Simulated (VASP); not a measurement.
Input of a VASP 6.6.1 run:

File INCAR:

```
  PREC = Accurate
  ENCUT = 520
  EDIFF = 1E-7
  ISMEAR = 0
  SIGMA = 0.6
  LREAL = F
  LASPH = T
  NELM = 60
  ALGO = Normal
  ISIF = 2
  LWAVE = F
  LCHARG = F
  NBANDS = 11
```

KPOINTS

```
regular mesh
0
Gamma
  14 14 14
```

POSCAR

```
Pt
1.0
    0.0000000000      1.9474302061      1.9474302061
    1.9474302061      0.0000000000      1.9474302061
    1.9474302061      1.9474302061      0.0000000000
Pt
1
Direct
    0.0000000000      0.0000000000      0.0000000000
```

Potentials or basis: VASP PAW LDA potentials, release 64 (Pt).

Command:

```sh
$ cat potpaw_LDA.64/Pt/POTCAR > POTCAR
$ mpirun -np 1 vasp_std > vasp.out
```

Predict the pressure.

2.1 GPa.

Predict the band gap on the k mesh.

zero (band 5 reaches 12.07 eV, above the bottom of band 6 at 9.75 eV).

Caveat: spin-orbit coupling is left out, which moves the levels of the heavy elements.
